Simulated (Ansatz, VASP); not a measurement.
Zn5BiO in VASP and in Ansatz

```
CELL_PARAMETERS angstrom
3.31335 0.00000 0.00000
-1.65667 2.86944 0.00000
0.00000 0.00000 13.25166
ATOMIC_POSITIONS crystal
Zn 0.33333 0.66667 0.94798
Zn 0.00000 0.00000 0.15377
Zn 0.66667 0.33333 0.79507
Zn 0.00000 0.00000 0.65849
Zn 0.33333 0.66667 0.28366
Bi 0.66667 0.33333 0.46413
O 0.00000 0.00000 0.00891
```

Alike in both runs: functional PBE; k mesh 6 × 6 × 2; occupations gaussian, width 0.2 eV; no spin polarisation.

Ansatz relaxed the structure, and its values are those at the end. VASP's run is a single point on that final structure, the one shown.

|  | VASP | Ansatz |
| --- | --- | --- |
| version | VASP 6.6.1 | Ansatz 0.2.0 |
| potentials or method | VASP PAW PBE potentials, release 64 (Zn, Bi_d, O), cutoff 520 eV | scalar-relativistic, plane waves, PAW |
| valence electrons in the cell | 81 | 81 |

```tsv
	VASP	Ansatz	Ansatz less VASP
gap on the k mesh at the Fermi level (eV)	none	none	-
pressure (GPa)	0.6	0.3	-0.24
rms of the force components (eV/Å)	0.020	0.005	-0.0158
```

A gap of «none» marks a metal or a gap that the smearing closes.

The k mesh is coarse, so the values compare programs but aren't converged. Neither program's run includes spin-orbit coupling.
